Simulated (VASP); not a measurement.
# Pb (Fm-3m) in VASP: notebook

Aim: see how the results for Pb move with the level of theory and the settings. Levels: PBEsol+D3(BJ), PBEsol, RPBE. Tasks: single point.

All numbers are computed with VASP 6.6.1; they aren't measurements. Logs are shortened: lines on timing, memory, paths and dates and some standing lists are left out, and cuts for length are marked.

**1. The cell of the first run**

Symmetry: Fm-3m, No. 225, cubic system. The conventional cell has a = 3.636 Å, b = 3.636 Å, c = 3.636 Å, α = 90.00°, β = 90.00°, γ = 90.00°. Within 3.4 Å of Pb (site symmetry m-3m) lie 12 Pb at 2.57 Å.

**2. Single point, PBEsol+D3(BJ)**

The input, INCAR:

```
ALGO     = Normal         # electronic algorithm
EDIFF    = 1E-6           # SCF threshold, eV
ENCUT    = 500            # plane-wave cutoff, eV
GGA      = PS             # functional
GGA_COMPAT= F            
ISIF     = 2              # what is computed and relaxed
ISMEAR   = -1             # smearing method
IVDW     = 12             # dispersion correction
LASPH    = T              # aspherical terms in the spheres
LCHARG   = T              # write CHGCAR
LELF     = T              # ELF
LREAL    = F              # projectors in reciprocal space
LVHAR    = T            
LWAVE    = F              # write WAVECAR
NBANDS   = 13             # bands
NELM     = 120            # most SCF steps
PREC     = Accurate       # precision mode
SIGMA    = 0.1            # smearing width, eV
```

The input, KPOINTS:

```
k-points
0
Gamma
  15 15 15
```

The input, POSCAR:

```
Pb
1.0
    0.0000000000      1.8179545557      1.8179545557
    1.8179545557      0.0000000000      1.8179545557
    1.8179545557      1.8179545557      0.0000000000
Pb
1
Direct
    0.0000000000      0.0000000000      0.0000000000
```

Potentials or basis: VASP PAW PBE potentials, release 64 (Pb_d).

Command:

```bash
$ cat potpaw_PBE.64/Pb_d/POTCAR > POTCAR
$ mpirun -np 1 vasp_std > vasp.out
```

OUTCAR:

```text
EDIFF = 1E-6
   ENCUT = 500
   GGA = PS
   ISIF = 2
   ISMEAR = -1
   IVDW = 12
   LASPH = T
   LREAL = F
   NELM = 120
   PREC = Accurate
 IVDW          = 12

 ion  position               nearest neighbor table
   1  0.000  0.000  0.000-

  LATTYP: Found a face centered cubic cell.
 ALAT       =     3.6359091114

  Lattice vectors:

 A1 = (   0.0000000000,   1.8179545557,   1.8179545557)
 A2 = (   1.8179545557,   0.0000000000,   1.8179545557)
 A3 = (   1.8179545557,   1.8179545557,   0.0000000000)

Analysis of symmetry for initial positions (statically):
=====================================================================
 Subroutine PRICEL returns:
 Original cell was already a primitive cell.

 Routine SETGRP: Setting up the symmetry group for a
 face centered cubic supercell.

 Subroutine GETGRP returns: Found 48 space group operations
 (whereof 48 operations were pure point group operations)
 out of a pool of 48 trial point group operations.

The static configuration has the point symmetry O_h .

Analysis of symmetry for dynamics (positions and initial velocities):
=====================================================================
 Subroutine PRICEL returns:
 Original cell was already a primitive cell.

 Routine SETGRP: Setting up the symmetry group for a
 face centered cubic supercell.

 Subroutine GETGRP returns: Found 48 space group operations
 (whereof 48 operations were pure point group operations)
 out of a pool of 48 trial point group operations.

The dynamic configuration has the point symmetry O_h .

 Subroutine INISYM returns: Found 48 space group operations
 (whereof 48 operations are pure point group operations),
 and found     1 'primitive' translations

----------------------------------------------------------------------------------------

                                     Primitive cell

  volume of cell :      12.0165

  direct lattice vectors                    reciprocal lattice vectors
     0.000000000  1.817954556  1.817954556    -0.275034378  0.275034378  0.275034378
     1.817954556  0.000000000  1.817954556     0.275034378 -0.275034378  0.275034378
     1.817954556  1.817954556  0.000000000     0.275034378  0.275034378 -0.275034378

  length of vectors
     2.570975988  2.570975988  2.570975988     0.476373516  0.476373516  0.476373516

  position of ions in fractional coordinates (direct lattice)
     0.000000000  0.000000000  0.000000000

  ion indices of the primitive-cell ions
   primitive index   ion index
                 1           1

----------------------------------------------------------------------------------------

 KPOINTS: k-points

Automatic generation of k-mesh.
 Grid dimensions read from file:
 generate k-points for:   15   15   15

 Generating k-lattice:

  Cartesian coordinates                     Fractional coordinates (reciprocal lattice)
    -0.018335625  0.018335625  0.018335625     0.066666667  0.000000000  0.000000000
     0.018335625 -0.018335625  0.018335625     0.000000000  0.066666667  0.000000000
     0.018335625  0.018335625 -0.018335625     0.000000000  0.000000000  0.066666667

  Length of vectors
     0.031758234  0.031758234  0.031758234

  Shift w.r.t. Gamma in fractional coordinates (k-lattice)
     0.000000000  0.000000000  0.000000000

 Subroutine IBZKPT returns following result:
 ===========================================

 Found    120 irreducible k-points:

 Following reciprocal coordinates:
            Coordinates               Weight
  0.000000  0.000000  0.000000      1.000000
  0.066667  0.000000  0.000000      8.000000
  0.133333  0.000000  0.000000      8.000000
  0.200000  0.000000  0.000000      8.000000
  0.266667  0.000000  0.000000      8.000000
  0.333333  0.000000  0.000000      8.000000
[... 16 lines left out ...]
  0.133333  0.133333  0.000000      6.000000
  0.200000  0.133333  0.000000     24.000000
 [... further k-points ...]
   k-points           NKPTS =    120   k-points in BZ     NKDIM =    120   number of bands    NBANDS=     13
   number of dos      NEDOS =    301   number of ions     NIONS =      1
   total plane-waves  NPLWV =   8000
   dimension x,y,z NGX =    20 NGY =   20 NGZ =   20
   dimension x,y,z NGXF=    40 NGYF=   40 NGZF=   40
   ions per type =               1
   NGX,Y,Z   is equivalent  to a cutoff of  12.93, 12.93, 12.93 a.u.
   NGXF,Y,Z  is equivalent  to a cutoff of  25.87, 25.87, 25.87 a.u.
 SYSTEM =  unknown system
   PREC   = accura    normal or accurate (medium, high low for compatibility)
   ISTART =      0    job   : 0-new  1-cont  2-samecut
   ICHARG =      2    charge: 1-file 2-atom 10-const
   ISPIN  =      1    spin polarized calculation?
   LNONCOLLINEAR =      F non collinear calculations
   LSORBIT =      F    spin-orbit coupling
   LASPH  =      T    aspherical Exc in radial PAW
   ENCUT  =  500.0 eV  36.75 Ry    6.06 a.u.   4.69  4.69  4.69*2*pi/ulx,y,z
   NELM   =    120;   NELMIN=  2; NELMDL= -5     # of ELM steps
   EDIFF  = 0.1E-05   stopping-criterion for ELM
   LREAL  =      F    real-space projection
   EDIFFG = 0.1E-04   stopping-criterion for IOM
   NSW    =      0    number of steps for IOM
   IBRION =     -1    ionic relax: 0-MD 1-quasi-New 2-CG
   NFREE  =      0    steps in history (QN), initial steepest desc. (CG)
   ISIF   =      2    stress and relaxation
   ISYM   =      2    0-nonsym 1-usesym 2-fastsym
   POTIM  = 0.5000    time-step for ionic-motion
   TEBEG  =    0.0;   TEEND  =   0.0 temperature during run
   PSTRESS=    0.0 pullay stress
   NELECT =      14.0000    total number of electrons
   NUPDOWN=      -1.0000    fix difference up-down
   EMIN   =  10.00;   EMAX   =-10.00  energy-range for DOS
   EFERMI =   0.00;   METHOD = LEGACY
   ISMEAR =    -1;   SIGMA  =   0.10  broadening in eV -4-tet -1-fermi 0-gaus
   EFERMI_NEDOS =   21; number of points for ismear=-14 and -15
   IALGO  =     38    algorithm
   IMIX   =      4    mixing-type and parameters
     AMIX     =   0.40;   BMIX     =  1.00
     AMIX_MAG =   1.60;   BMIX_MAG =  1.00
  volume/ion in A,a.u.               =      12.02        81.09
  Fermi-wavevector in a.u.,A,eV,Ry     =   1.722627  3.255292 40.374506  2.967442
  Thomas-Fermi vector in A             =   2.798656
   LORBIT       =      0    0 simple, 1 ext, 2 COOP (PROOUT), +10 PAW based schemes
   GGA     = PS    functional components
   LHFCALC =     F    Hartree Fock is set to
   AEXX    =    0.0000 exact exchange contribution
   IVDW    =    12    specifies the selected vdW correction
   LEPSILON=     F    determine dielectric tensor
   LRPA    =     F    only Hartree local field effects (RPA)
 non-spin polarized calculation
  energy-cutoff  :      500.00
  volume of cell :       12.02
 maximum number of plane-waves:       322
   NGX =  9   NGY =  9   NGZ =  9

 number of electron      14.0000001 magnetization

 Free energy of the ion-electron system (eV)
  ---------------------------------------------------
  ext. energy  EPLUGINS =         0.00000000
  ---------------------------------------------------
  free energy    TOTEN  =         5.56083709 eV

  energy without entropy =        5.57070057  energy(sigma->0) =        5.56576883

 E-fermi :  25.2624     XC(G=0): -15.6477

 val. band max:       25.1833645904   @ k =  -0.4000   0.2667   0.0000
 cond. band min:      25.2827729520   @ k =   0.4667   0.3333   0.1333
 fundamental gap:      0.0994083616
 Fermi energy:        25.2624240547

 k-point     1 :       0.0000    0.0000    0.0000
  band No.  band energies     occupation
      1       1.3645      2.00000
      2       3.5165      2.00000
      3       3.5165      2.00000
      4       3.5165      2.00000
      5       5.1192      2.00000
      6       5.1192      2.00000
      7      31.1385      0.00000
      8      36.5360      0.00000
      9      36.5360      0.00000
     10      36.5360      0.00000
     11      43.8458      0.00000
     12      47.4896      0.00000
     13      47.4896      0.00000

 k-point     2 :       0.0667    0.0000    0.0000
  band No.  band energies     occupation
      1       1.5593      2.00000
      2       3.4839      2.00000
      3       3.5761      2.00000
      4       3.5761      2.00000
      5       5.0992      2.00000
      6       5.0992      2.00000
      7      31.3333      0.00000
      8      35.4500      0.00000
      9      36.7626      0.00000
     10      36.7626      0.00000
     11      44.5649      0.00000
     12      46.1568      0.00000
     13      46.6772      0.00000

 k-point     3 :       0.1333    0.0000    0.0000
  band No.  band energies     occupation
      1       2.0392      2.00000
      2       3.5045      2.00000
      3       3.7206      2.00000
      4       3.7206      2.00000
      5       5.0744      2.00000
      6       5.0744      2.00000
      7      31.6245      0.00000
      8      33.3054      0.00000
      9      37.3949      0.00000
     10      37.3949      0.00000
     11      42.5665      0.00000
     12      44.7503      0.00000
     13      44.7503      0.00000

 k-point     4 :       0.2000    0.0000    0.0000
  band No.  band energies     occupation
      1       2.3097      2.00000
      2       3.8405      2.00000
      3       3.8405      2.00000
      4       4.1076      2.00000
      5       5.1517      2.00000
      6       5.1517      2.00000
      7      29.7572      0.00000
      8      32.6737      0.00000
      9      38.2190      0.00000
     10      38.2190      0.00000
     11      40.8420      0.00000
     12      42.5899      0.00000
     13      42.5899      0.00000

 k-point     5 :       0.2667    0.0000    0.0000
  band No.  band energies     occupation
      1       2.1666      2.00000
      2       3.8295      2.00000
      3       3.8295      2.00000
      4       5.4222      2.00000
      5       5.4222      2.00000
      6       5.5351      2.00000
      7      26.5176      0.00001
      8      32.4391      0.00000
      9      38.3254      0.00000
     10      38.3254      0.00000
     11      40.8314      0.00000
     12      41.4590      0.00000
     13      41.4590      0.00000
[... 257 lines left out ...]
 k-point    22 :      -0.0667    0.0667    0.0000
  band No.  band energies     occupation
      1       1.8647      2.00000
      2       3.3971      2.00000
      3       3.6547      2.00000
      4       3.7303      2.00000
      5       4.9890      2.00000
      6       5.1661      2.00000
      7      31.6122      0.00000
      8      34.3884      0.00000
      9      36.2862      0.00000
     10      37.5293      0.00000
     11      43.2748      0.00000
     12      45.3888      0.00000
     13      47.0032      0.00000

 k-point    23 :       0.1333    0.1333    0.0000
  band No.  band energies     occupation
      1       2.3408      2.00000
      2       3.1304      2.00000
      3       3.9429      2.00000
      4       3.9429      2.00000
      5       4.7942      2.00000
      6       5.3129      2.00000
      7      32.1804      0.00000
      8      34.6656      0.00000
      9      35.6495      0.00000
     10      35.6495      0.00000
     11      43.9265      0.00000
     12      43.9802      0.00000
     13      43.9802      0.00000

 k-point    24 :       0.2000    0.1333    0.0000
  band No.  band energies     occupation
      1       2.7456      2.00000
      2       3.0312      2.00000
      3       4.1061      2.00000
      4       4.1467      2.00000
      5       4.9382      2.00000
      6       5.4275      2.00000
      7      32.0966      0.00000
      8      33.1414      0.00000
      9      35.0407      0.00000
     10      36.1887      0.00000
     11      41.2304      0.00000
     12      43.5023      0.00000
     13      44.0988      0.00000

 [... further k-points ...]

------------------------ aborting loop because EDIFF is reached ----------------------------------------

 Edisp (eV)   -1.13069

 E8    (eV) :    -0.8269

  FORCE on cell =-STRESS in cart. coord.  units (eV):
  Direction    XX          YY          ZZ          XY          YZ          ZX
  --------------------------------------------------------------------------------------
  -------------------------------------------------------------------------------------
  Total      30.14293    30.14293    30.14293    -0.00000     0.00000    -0.00000
  in kB    4018.98995  4018.98995  4018.98995    -0.00000     0.00000    -0.00000
  external pressure =     4018.99 kB  Pullay stress =        0.00 kB

 VOLUME and BASIS-vectors are now :
 -----------------------------------------------------------------------------
  energy-cutoff  :      500.00
  volume of cell :       12.02
      direct lattice vectors                 reciprocal lattice vectors
     0.000000000  1.817954556  1.817954556    -0.275034378  0.275034378  0.275034378
     1.817954556  0.000000000  1.817954556     0.275034378 -0.275034378  0.275034378
     1.817954556  1.817954556  0.000000000     0.275034378  0.275034378 -0.275034378

 POSITION                                       TOTAL-FORCE (eV/Angst)
 -----------------------------------------------------------------------------------
      0.00000      0.00000      0.00000         0.000000      0.000000      0.000000
 -----------------------------------------------------------------------------------
    total drift:                                0.000000     -0.000000      0.000000

  FREE ENERGIE OF THE ION-ELECTRON SYSTEM (eV)
  ---------------------------------------------------
  free  energy   TOTEN  =         4.4301508084 eV

  energy  without entropy=        4.4400142955  energy(sigma->0) =        4.43508255
```

Run time: 7.3 s. Hardware: 1 thread of Intel Xeon 6975P-C (Granite Rapids), shared host; peak memory 0.15 GiB.

Results:

* Free energy: 4.4302 eV
* Pressure: 401.9 GPa
* Band gap on the k mesh: zero (band 7 reaches 33.29 eV, above the bottom of band 8 at 21.65 eV)
* Dispersion energy per atom: -1.131 eV

Caveat: the PAW data sets were made with another functional, which shifts forces and pressure a little; spin-orbit coupling is left out, which moves the levels of the heavy elements; pairwise dispersion overbinds metals, which lowers pressure and volume.

**3. Single point, PBEsol**

The input, INCAR:

```
ALGO = Normal ; EDIFF = 1E-6
ENCUT = 500 ; GGA = PS
GGA_COMPAT = F ; ISIF = 2
ISMEAR = -1 ; LASPH = T
LCHARG = T ; LELF = T
LREAL = F ; LVHAR = T
LWAVE = F ; NBANDS = 13
NELM = 120 ; PREC = Accurate
SIGMA = 0.1
```

KPOINTS is that of step 2.

The input, POSCAR:

```
Pb
1.0
    0.0000000000      2.0215473687      2.0215473687
    2.0215473687      0.0000000000      2.0215473687
    2.0215473687      2.0215473687      0.0000000000
Pb
1
Direct
    0.0000000000      0.0000000000      0.0000000000
```

Potentials or basis: VASP PAW PBE potentials, release 64 (Pb_d).

Command:

```bash
$ cat potpaw_PBE.64/Pb_d/POTCAR > POTCAR
$ mpirun -np 1 vasp_std > vasp.out
```

It took 7.8 s on 1 thread of Intel Xeon 6975P-C (Granite Rapids), shared host; peak memory 0.15 GiB.

Results (log left out):

| Property | Result |
| --- | --- |
| Free energy | -1.1134 eV |
| Pressure | 123.3 GPa |
| Band gap on the k mesh | zero (band 7 reaches 25.57 eV, above the bottom of band 8 at 13.88 eV) |

Levels at points of the mesh, in eV from the Fermi level:
| k point | band 3 | band 4 | band 5 | band 6 | band 7 | band 8 | band 9 | band 10 | band 11 | band 12 |
| --- | --- | --- | --- | --- | --- | --- | --- | --- | --- | --- |
| (0.00, 0.00, 0.00) | -18.96 | -18.27 | -18.20 | -18.20 | 8.50 | 11.41 | 11.41 | 11.41 | 17.47 | 18.04 |

Caveat: the PAW data sets were made with another functional, which shifts forces and pressure a little; spin-orbit coupling is left out, which moves the levels of the heavy elements.

**4. Single point, RPBE**

This run uses another cell than the first one, of 16.52 Å³/atom, 1.375 times its volume.

The input, INCAR:

```
PREC = Accurate
ENCUT = 500
EDIFF = 1E-6
ISMEAR = -1
SIGMA = 0.1
LREAL = False
LASPH = True
NELM = 120
ALGO = Normal
ISIF = 2
LWAVE = False
LCHARG = True
GGA = RP
LELF = True
LVHAR = True
NBANDS = 13
GGA_COMPAT = False
```

The input, KPOINTS:

```
Automatic mesh
0
Gamma
  15 15 15
```

POSCAR is that of step 3.

Command:

```bash
$ cat potpaw_PBE.64/Pb_d/POTCAR > POTCAR
$ mpirun -np 1 vasp_std > vasp.out
```

Wall time 7.8 s (1 thread of Intel Xeon 6975P-C (Granite Rapids), shared host); peak memory 0.15 GiB.

The run converged. Its results:

| Property | Result |
| --- | --- |
| Free energy | 0.3904 eV |
| Pressure | 136.1 GPa |
| Band gap on the k mesh | zero (band 7 reaches 25.82 eV, above the bottom of band 8 at 14.19 eV) |

Levels at points of the mesh, in eV from the Fermi level:
| k point | band 5 | band 6 | band 7 | band 8 | band 9 | band 10 |
| --- | --- | --- | --- | --- | --- | --- |
| (0.00, 0.00, 0.00) | -18.35 | -18.24 | 8.43 | 11.40 | 11.40 | 11.40 |

Caveat: the PAW data sets were made with another functional, which shifts forces and pressure a little; spin-orbit coupling is left out, which moves the levels of the heavy elements.

**5. Summary**

| level | cell | gap on the mesh (eV) | pressure (GPa) |
| --- | --- | --- | --- |
| PBEsol+D3(BJ) | a = 2.571 Å, angles 60.0°, 1 atom | none | 401.9 |
| PBEsol | a = 2.859 Å, angles 60.0°, 1 atom | none | 123.3 |
| RPBE | a = 2.859 Å, angles 60.0°, 1 atom | none | 136.1 |

Alike in all rows: task single point; potentials or basis VASP PAW PBE potentials, release 64 (Pb_d); no spin polarisation; k mesh 15 × 15 × 15; cutoff (eV) 500; smearing fermi-dirac 0.1 eV.

Caveats: the PAW data sets were made with another functional, which shifts forces and pressure a little; spin-orbit coupling is left out, which moves the levels of the heavy elements; pairwise dispersion overbinds metals, which lowers pressure and volume (some runs).

Absolute energies hang on the potentials; compare differences alone.
